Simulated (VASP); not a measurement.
# Sn2Ir (Fm-3m) in VASP: further runs

Runs on Sn2Ir. Level: LDA. Tasks: single point.

All numbers are computed with VASP 6.6.1; they aren't measurements. Logs are shortened: lines on timing, memory, paths and dates and some standing lists are left out, and cuts for length are marked.

### 1 The cell of the first run

It takes space group Fm-3m (No. 225, cubic). The conventional cell has a = 5.785 Å, b = 5.785 Å, c = 5.785 Å, α = 90.00°, β = 90.00°, γ = 90.00°. Within 3.3 Å of Sn (site symmetry -43m) lie 4 Ir at 2.50 Å and 6 Sn at 2.89 Å. Within 3.3 Å of Ir (site symmetry m-3m) lie 8 Sn at 2.50 Å.

### 2 Single point, LDA (volume scaled by 0.75)

File INCAR:

```
SYSTEM = Sn2Ir
PREC = Accurate
ENCUT = 520
EDIFF = 1E-6
ISMEAR = -1
SIGMA = 0.05
LREAL = .FALSE.
LASPH = .TRUE.
NELM = 100
ALGO = Normal
ISIF = 2
LWAVE = .FALSE.
LCHARG = .FALSE.
NBANDS = 26
```

File KPOINTS:

```
Automatic mesh
0
G
  10 10 10
  0 0 0
```

File POSCAR:

```
Sn2Ir
1.0
    0.0000000000      2.8924242958      2.8924242958
    2.8924242958      0.0000000000      2.8924242958
    2.8924242958      2.8924242958      0.0000000000
Sn Ir
2 1
Direct
    0.7500000000      0.7500000000      0.7500000000
    0.2500000000      0.2500000000      0.2500000000
    0.0000000000      0.0000000000      0.0000000000
```

Potentials or basis: VASP PAW LDA potentials, release 64 (Sn_d, Ir).

Run with:

```console
$ cat potpaw_LDA.64/Sn_d/POTCAR potpaw_LDA.64/Ir/POTCAR > POTCAR
$ mpirun -np 1 vasp_std > vasp.out
```

OUTCAR:

```text
SYSTEM = Sn2Ir
   PREC = Accurate
   ENCUT = 520
   EDIFF = 1E-6
   ISMEAR = -1
   LREAL = .FALSE.
   LASPH = .TRUE.
   NELM = 100
   ISIF = 2

 ion  position               nearest neighbor table
   1  0.750  0.750  0.750-   3 2.50   3 2.50   3 2.50   3 2.50   2 2.89   2 2.89   2 2.89   2 2.89
                             2 2.89   2 2.89
   2  0.250  0.250  0.250-   3 2.50   3 2.50   3 2.50   3 2.50   1 2.89   1 2.89   1 2.89   1 2.89
                             1 2.89   1 2.89
   3  0.000  0.000  0.000-   1 2.50   2 2.50   1 2.50   1 2.50   1 2.50   2 2.50   2 2.50   2 2.50

  LATTYP: Found a face centered cubic cell.
 ALAT       =     5.7848485916

  Lattice vectors:

 A1 = (   0.0000000000,   2.8924242958,   2.8924242958)
 A2 = (   2.8924242958,   0.0000000000,   2.8924242958)
 A3 = (   2.8924242958,   2.8924242958,   0.0000000000)

Analysis of symmetry for initial positions (statically):
=====================================================================
 Subroutine PRICEL returns:
 Original cell was already a primitive cell.

 Routine SETGRP: Setting up the symmetry group for a
 face centered cubic supercell.

 Subroutine GETGRP returns: Found 48 space group operations
 (whereof 48 operations were pure point group operations)
 out of a pool of 48 trial point group operations.

The static configuration has the point symmetry O_h .

Analysis of symmetry for dynamics (positions and initial velocities):
=====================================================================
 Subroutine PRICEL returns:
 Original cell was already a primitive cell.

 Routine SETGRP: Setting up the symmetry group for a
 face centered cubic supercell.

 Subroutine GETGRP returns: Found 48 space group operations
 (whereof 48 operations were pure point group operations)
 out of a pool of 48 trial point group operations.

The dynamic configuration has the point symmetry O_h .

 Subroutine INISYM returns: Found 48 space group operations
 (whereof 48 operations are pure point group operations),
 and found     1 'primitive' translations

----------------------------------------------------------------------------------------

                                     Primitive cell

  volume of cell :      48.3967

  direct lattice vectors                    reciprocal lattice vectors
     0.000000000  2.892424296  2.892424296    -0.172865371  0.172865371  0.172865371
     2.892424296  0.000000000  2.892424296     0.172865371 -0.172865371  0.172865371
     2.892424296  2.892424296  0.000000000     0.172865371  0.172865371 -0.172865371

  length of vectors
     4.090505667  4.090505667  4.090505667     0.299411606  0.299411606  0.299411606

  position of ions in fractional coordinates (direct lattice)
     0.750000000  0.750000000  0.750000000
     0.250000000  0.250000000  0.250000000
     0.000000000  0.000000000  0.000000000

  ion indices of the primitive-cell ions
   primitive index   ion index
                 1           1
                 2           2
                 3           3

----------------------------------------------------------------------------------------

 KPOINTS: Automatic mesh

Automatic generation of k-mesh.
 Grid dimensions read from file:
 generate k-points for:   10   10   10

 Generating k-lattice:

  Cartesian coordinates                     Fractional coordinates (reciprocal lattice)
    -0.017286537  0.017286537  0.017286537     0.100000000  0.000000000  0.000000000
     0.017286537 -0.017286537  0.017286537     0.000000000  0.100000000  0.000000000
     0.017286537  0.017286537 -0.017286537     0.000000000  0.000000000  0.100000000

  Length of vectors
     0.029941161  0.029941161  0.029941161

  Shift w.r.t. Gamma in fractional coordinates (k-lattice)
     0.000000000  0.000000000  0.000000000

 Subroutine IBZKPT returns following result:
 ===========================================

 Found     47 irreducible k-points:

 Following reciprocal coordinates:
            Coordinates               Weight
  0.000000  0.000000  0.000000      1.000000
  0.100000  0.000000  0.000000      8.000000
  0.200000  0.000000  0.000000      8.000000
  0.300000  0.000000  0.000000      8.000000
  0.400000  0.000000  0.000000      8.000000
  0.500000  0.000000  0.000000      4.000000
[... 16 lines left out ...]
  0.300000  0.300000  0.000000      6.000000
  0.400000  0.300000  0.000000     24.000000
 [... further k-points ...]
   k-points           NKPTS =     47   k-points in BZ     NKDIM =     47   number of bands    NBANDS=     26
   number of dos      NEDOS =    301   number of ions     NIONS =      3
   total plane-waves  NPLWV =  27000
   dimension x,y,z NGX =    30 NGY =   30 NGZ =   30
   dimension x,y,z NGXF=    60 NGYF=   60 NGZF=   60
   ions per type =               2   1
   NGX,Y,Z   is equivalent  to a cutoff of  12.19, 12.19, 12.19 a.u.
   NGXF,Y,Z  is equivalent  to a cutoff of  24.39, 24.39, 24.39 a.u.
 SYSTEM =  Sn2Ir
   PREC   = accura    normal or accurate (medium, high low for compatibility)
   ISTART =      0    job   : 0-new  1-cont  2-samecut
   ICHARG =      2    charge: 1-file 2-atom 10-const
   ISPIN  =      1    spin polarized calculation?
   LNONCOLLINEAR =      F non collinear calculations
   LSORBIT =      F    spin-orbit coupling
   LASPH  =      T    aspherical Exc in radial PAW
   ENCUT  =  520.0 eV  38.22 Ry    6.18 a.u.   7.61  7.61  7.61*2*pi/ulx,y,z
   NELM   =    100;   NELMIN=  2; NELMDL= -5     # of ELM steps
   EDIFF  = 0.1E-05   stopping-criterion for ELM
   LREAL  =      F    real-space projection
   EDIFFG = 0.1E-04   stopping-criterion for IOM
   NSW    =      0    number of steps for IOM
   IBRION =     -1    ionic relax: 0-MD 1-quasi-New 2-CG
   NFREE  =      0    steps in history (QN), initial steepest desc. (CG)
   ISIF   =      2    stress and relaxation
   ISYM   =      2    0-nonsym 1-usesym 2-fastsym
   POTIM  = 0.5000    time-step for ionic-motion
   TEBEG  =    0.0;   TEEND  =   0.0 temperature during run
   PSTRESS=    0.0 pullay stress
   NELECT =      37.0000    total number of electrons
   NUPDOWN=      -1.0000    fix difference up-down
   EMIN   =  10.00;   EMAX   =-10.00  energy-range for DOS
   EFERMI =   0.00;   METHOD = LEGACY
   ISMEAR =    -1;   SIGMA  =   0.05  broadening in eV -4-tet -1-fermi 0-gaus
   EFERMI_NEDOS =   21; number of points for ismear=-14 and -15
   IALGO  =     38    algorithm
   IMIX   =      4    mixing-type and parameters
     AMIX     =   0.40;   BMIX     =  1.00
     AMIX_MAG =   1.60;   BMIX_MAG =  1.00
  volume/ion in A,a.u.               =      16.13       108.87
  Fermi-wavevector in a.u.,A,eV,Ry     =   1.496937  2.828800 30.488196  2.240819
  Thomas-Fermi vector in A             =   2.608889
   LORBIT       =      0    0 simple, 1 ext, 2 COOP (PROOUT), +10 PAW based schemes
   GGA     = CA    functional components
   LHFCALC =     F    Hartree Fock is set to
   AEXX    =    0.0000 exact exchange contribution
   IVDW    =     0    specifies the selected vdW correction
   LEPSILON=     F    determine dielectric tensor
   LRPA    =     F    only Hartree local field effects (RPA)
 non-spin polarized calculation
  energy-cutoff  :      520.00
  volume of cell :       48.40
 maximum number of plane-waves:      1326
   NGX = 15   NGY = 15   NGZ = 15

 number of electron      36.9999990 magnetization

 Free energy of the ion-electron system (eV)
  ---------------------------------------------------
  ext. energy  EPLUGINS =         0.00000000
  ---------------------------------------------------
  free energy    TOTEN  =       -17.88219354 eV

  energy without entropy =      -17.87401036  energy(sigma->0) =      -17.87810195

 E-fermi :  13.3987     XC(G=0): -13.0739

 val. band max:       13.3704821222   @ k =  -0.4000   0.1000   0.0000
 cond. band min:      13.4003635121   @ k =  -0.1000   0.1000   0.0000
 fundamental gap:      0.0298813899
 Fermi energy:        13.3987450011

 k-point     1 :       0.0000    0.0000    0.0000
  band No.  band energies     occupation
      1      -9.0002      2.00000
      2      -9.0002      2.00000
      3      -8.7169      2.00000
      4      -8.7169      2.00000
      5      -8.7169      2.00000
      6      -8.3513      2.00000
[... 18 lines left out ...]
     25      18.4102      0.00000
     26      18.4102      0.00000

 k-point     2 :       0.1000    0.0000    0.0000
  band No.  band energies     occupation
      1      -8.9776      2.00000
      2      -8.9776      2.00000
      3      -8.7201      2.00000
      4      -8.7084      2.00000
      5      -8.7084      2.00000
      6      -8.3598      2.00000
[... 18 lines left out ...]
     25      19.2981      0.00000
     26      19.3723      0.00000

 k-point     3 :       0.2000    0.0000    0.0000
  band No.  band energies     occupation
      1      -8.9117      2.00000
      2      -8.9117      2.00000
      3      -8.7199      2.00000
      4      -8.6836      2.00000
      5      -8.6836      2.00000
      6      -8.3847      2.00000
[... 18 lines left out ...]
     25      20.3275      0.00000
     26      20.3275      0.00000

 k-point     4 :       0.3000    0.0000    0.0000
  band No.  band energies     occupation
      1      -8.8090      2.00000
      2      -8.8090      2.00000
      3      -8.6990      2.00000
      4      -8.6452      2.00000
      5      -8.6452      2.00000
      6      -8.4233      2.00000
[... 18 lines left out ...]
     25      21.4374      0.00000
     26      21.4374      0.00000
[... 496 lines left out ...]
      1      -8.8787      2.00000
      2      -8.7231      2.00000
      3      -8.6962      2.00000
      4      -8.6448      2.00000
      5      -8.5961      2.00000
      6      -8.4811      2.00000
[... 18 lines left out ...]
     25      20.4417      0.00000
     26      24.2510      0.00000

 k-point    23 :       0.3000    0.3000    0.0000
  band No.  band energies     occupation
      1      -8.9539      2.00000
      2      -8.8057      2.00000
      3      -8.6349      2.00000
      4      -8.6143      2.00000
      5      -8.6143      2.00000
      6      -8.4839      2.00000
[... 18 lines left out ...]
     25      24.3799      0.00000
     26      24.4225      0.00000

 k-point    24 :       0.4000    0.3000    0.0000
  band No.  band energies     occupation
      1      -8.9248      2.00000
      2      -8.8093      2.00000
      3      -8.5868      2.00000
      4      -8.5853      2.00000
      5      -8.5793      2.00000
      6      -8.5466      2.00000
[... 18 lines left out ...]
     25      24.5594      0.00000
     26      24.6414      0.00000

 [... further k-points ...]

------------------------ aborting loop because EDIFF is reached ----------------------------------------

  FORCE on cell =-STRESS in cart. coord.  units (eV):
  Direction    XX          YY          ZZ          XY          YZ          ZX
  --------------------------------------------------------------------------------------
  -------------------------------------------------------------------------------------
  Total       20.5462162     20.5462162     20.5462162      0.0000000      0.0000000     -0.0000000
  in kB      680.1840396    680.1840396    680.1840396      0.0000000      0.0000000     -0.0000000
  external PRESSURE =     680.1840396 kB  Pullay stress =       0.0000000 kB

 VOLUME and BASIS-vectors are now :
 -----------------------------------------------------------------------------
  energy-cutoff  :      520.00
  volume of cell :       48.40
      direct lattice vectors                 reciprocal lattice vectors
     0.000000000  2.892424296  2.892424296    -0.172865371  0.172865371  0.172865371
     2.892424296  0.000000000  2.892424296     0.172865371 -0.172865371  0.172865371
     2.892424296  2.892424296  0.000000000     0.172865371  0.172865371 -0.172865371

 POSITION                                       TOTAL-FORCE (eV/Angst)
 -----------------------------------------------------------------------------------
      4.33864      4.33864      4.33864        -0.000000     -0.000000     -0.000000
      1.44621      1.44621      1.44621         0.000000      0.000000      0.000000
      0.00000      0.00000      0.00000         0.000000      0.000000      0.000000
 -----------------------------------------------------------------------------------
    total drift:                               -0.000000      0.000000      0.000000

  FREE ENERGIE OF THE ION-ELECTRON SYSTEM (eV)
  ---------------------------------------------------
  free  energy   TOTEN  =       -17.8821935357 eV

  energy  without entropy=      -17.8740103639  energy(sigma->0) =      -17.87810195
```

It took 1.8 min on 1 thread of AMD EPYC 7R43 (Zen 3), shared host; peak memory 0.14 GiB.

Results:

```yaml
Free_energy: -17.8822 eV
Pressure: 68.0 GPa
```

Levels at points of the mesh, in eV from the Fermi level:
```csv
k point,band 15,band 16,band 17,band 18,band 19,band 20,band 21,band 22,band 23,band 24
"(0.00, 0.00, 0.00)",-3.34,-3.34,-0.94,4.26,4.26,4.26,4.64,4.64,4.64,5.01
"(0.50, 0.00, 0.00)",-3.93,-3.28,-3.28,-0.31,-0.31,1.25,4.58,5.18,5.18,9.73
"(0.50, 0.50, 0.00)",-4.23,-3.72,-3.72,-3.32,-3.08,2.52,3.55,10.23,10.23,10.54
```

Caveat: spin-orbit coupling is left out, which moves the levels of the heavy elements.

### 3 Single point, LDA (volume scaled by 0.75)

File INCAR:

```
ALGO = Normal
EDIFF = 1E-7
ENCUT = 520
ISIF = 2
ISMEAR = -1
LASPH = True
LCHARG = True
LELF = True
LREAL = False
LVHAR = True
LWAVE = False
NBANDS = 26
NELM = 80
PREC = Accurate
SIGMA = 0.05
```

File KPOINTS:

```
k-points
0
Gamma
  10 10 10
```

POSCAR is that of step 2.

Potentials or basis: VASP PAW LDA potentials, release 64 (Sn_d, Ir).

Run with:

```console
$ cat potpaw_LDA.64/Sn_d/POTCAR potpaw_LDA.64/Ir/POTCAR > POTCAR
$ mpirun -np 1 vasp_std > vasp.out
```

Wall time 1.7 min (1 thread of AMD EPYC 7R43 (Zen 3), shared host); peak memory 0.15 GiB.

Results (log left out):

- Free energy: -17.8822 eV
- Pressure: 68.1 GPa

Levels at points of the mesh, in eV from the Fermi level:
```
           k point  band 16  band 17  band 18  band 19  band 20  band 21  band 22  band 23
(0.00, 0.00, 0.00)    -3.34    -0.94     4.26     4.26     4.26     4.64     4.64     4.64
(0.50, 0.00, 0.00)    -3.28    -3.28    -0.31    -0.31     1.25     4.58     5.18     5.18
(0.50, 0.50, 0.00)    -3.72    -3.72    -3.32    -3.08     2.52     3.55    10.23    10.23
```

Caveat: spin-orbit coupling is left out, which moves the levels of the heavy elements.

### 4 Single point, LDA (volume scaled by 0.8)

File INCAR:

```
SYSTEM = Sn2Ir
PREC     = Accurate       ! precision mode
ENCUT    = 520            ! plane-wave cutoff, eV
EDIFF    = 1E-7           ! SCF threshold, eV
ISMEAR   = -1             ! smearing method
SIGMA    = 0.05           ! smearing width, eV
LREAL    = .FALSE.        ! projectors in reciprocal space
LASPH    = .TRUE.         ! aspherical terms in the spheres
NELM     = 80             ! most SCF steps
ALGO     = Normal         ! electronic algorithm
ISIF     = 2              ! what is computed and relaxed
LWAVE    = .FALSE.        ! write WAVECAR
LCHARG   = .FALSE.        ! write CHGCAR
NBANDS   = 26             ! bands
```

File KPOINTS:

```
regular mesh
0
G
  10 10 10
  0 0 0
```

File POSCAR:

```
Sn2Ir
1.0
    0.0000000000      2.9553226938      2.9553226938
    2.9553226938      0.0000000000      2.9553226938
    2.9553226938      2.9553226938      0.0000000000
Sn Ir
2 1
Direct
    0.7500000000      0.7500000000      0.7500000000
    0.2500000000      0.2500000000      0.2500000000
    0.0000000000      0.0000000000      0.0000000000
```

Potentials or basis: VASP PAW LDA potentials, release 64 (Sn_d, Ir).

Run with:

```console
$ cat potpaw_LDA.64/Sn_d/POTCAR potpaw_LDA.64/Ir/POTCAR > POTCAR
$ mpirun -np 1 vasp_std > vasp.out
```

OUTCAR:

```text
SYSTEM = Sn2Ir
   PREC = Accurate
   ENCUT = 520
   EDIFF = 1E-7
   ISMEAR = -1
   LREAL = .FALSE.
   LASPH = .TRUE.
   NELM = 80
   ISIF = 2

 ion  position               nearest neighbor table
   1  0.750  0.750  0.750-   3 2.56   3 2.56   3 2.56   3 2.56   2 2.96   2 2.96   2 2.96   2 2.96
                             2 2.96   2 2.96
   2  0.250  0.250  0.250-   3 2.56   3 2.56   3 2.56   3 2.56   1 2.96   1 2.96   1 2.96   1 2.96
                             1 2.96   1 2.96
   3  0.000  0.000  0.000-   1 2.56   1 2.56   1 2.56   1 2.56   2 2.56   2 2.56   2 2.56   2 2.56

  LATTYP: Found a face centered cubic cell.
[... 891 lines left out ...]
  Direction    XX          YY          ZZ          XY          YZ          ZX
  --------------------------------------------------------------------------------------
  -------------------------------------------------------------------------------------
  Total       14.1116951     14.1116951     14.1116951     -0.0000000      0.0000000      0.0000000
  in kB      437.9706869    437.9706869    437.9706869     -0.0000000      0.0000000      0.0000000
  external PRESSURE =     437.9706869 kB  Pullay stress =       0.0000000 kB

 VOLUME and BASIS-vectors are now :
 -----------------------------------------------------------------------------
  energy-cutoff  :      520.00
  volume of cell :       51.62
      direct lattice vectors                 reciprocal lattice vectors
     0.000000000  2.955322694  2.955322694    -0.169186262  0.169186262  0.169186262
     2.955322694  0.000000000  2.955322694     0.169186262 -0.169186262  0.169186262
     2.955322694  2.955322694  0.000000000     0.169186262  0.169186262 -0.169186262

 POSITION                                       TOTAL-FORCE (eV/Angst)
 -----------------------------------------------------------------------------------
      4.43298      4.43298      4.43298         0.000000      0.000000      0.000000
      1.47766      1.47766      1.47766        -0.000000     -0.000000     -0.000000
      0.00000      0.00000      0.00000        -0.000000      0.000000      0.000000
 -----------------------------------------------------------------------------------
    total drift:                               -0.000000     -0.000000      0.000000

  FREE ENERGIE OF THE ION-ELECTRON SYSTEM (eV)
  ---------------------------------------------------
  free  energy   TOTEN  =       -18.9984126826 eV

  energy  without entropy=      -18.9903029379  energy(sigma->0) =      -18.99435781
```

OSZICAR:

```text
N       E                     dE             d eps       ncg     rms          rms(c)
DAV:   1     0.358332004773E+03    0.35833E+03   -0.18005E+04  2534   0.233E+03
DAV:   2     0.217790646846E+02   -0.33655E+03   -0.32494E+03  2444   0.528E+02
DAV:   3    -0.182485188257E+02   -0.40028E+02   -0.39229E+02  2794   0.170E+02
DAV:   4    -0.195478652645E+02   -0.12993E+01   -0.12942E+01  2906   0.339E+01
DAV:   5    -0.195821341206E+02   -0.34269E-01   -0.34266E-01  3282   0.514E+00    0.156E+01
DAV:   6    -0.191890674595E+02    0.39307E+00   -0.13735E-01  3256   0.519E+00    0.855E+00
DAV:   7    -0.189990434539E+02    0.19002E+00   -0.19722E-01  3190   0.478E+00    0.374E-01
DAV:   8    -0.189988998038E+02    0.14365E-03   -0.23574E-02  2776   0.190E+00    0.148E-01
DAV:   9    -0.189984726823E+02    0.42712E-03   -0.82829E-04  3640   0.273E-01    0.958E-02
DAV:  10    -0.189984116450E+02    0.61037E-04   -0.58512E-05  2964   0.555E-02    0.850E-03
DAV:  11    -0.189984127087E+02   -0.10637E-05   -0.39053E-06  3550   0.174E-02    0.565E-03
DAV:  12    -0.189984126826E+02    0.26036E-07   -0.31493E-07  2200   0.570E-03
   1 F= -.18998413E+02 E0= -.18994358E+02  d E =-.810974E-02
```

stdout:

```text
POSCAR found type information on POSCAR SnIr
 POSCAR found :  2 types and       3 ions
 scaLAPACK will be used
 LDA part: xc-table for (Slater(with rela. corr.)+CA(PZ))
 , standard interpolation
 POSCAR, INCAR and KPOINTS ok, starting setup
 FFT: planning ... GRIDC
 FFT: planning ... GRID_SOFT
 FFT: planning ... GRID
 WAVECAR not read
 entering main loop
```

Run time: 1.7 min. Hardware: 1 thread of AMD EPYC 7R43 (Zen 3), shared host; peak memory 0.15 GiB.

What came out:

| Item | Value |
| --- | --- |
| Free energy | -18.9984 eV |
| Pressure | 43.8 GPa |

Caveat: spin-orbit coupling is left out, which moves the levels of the heavy elements.
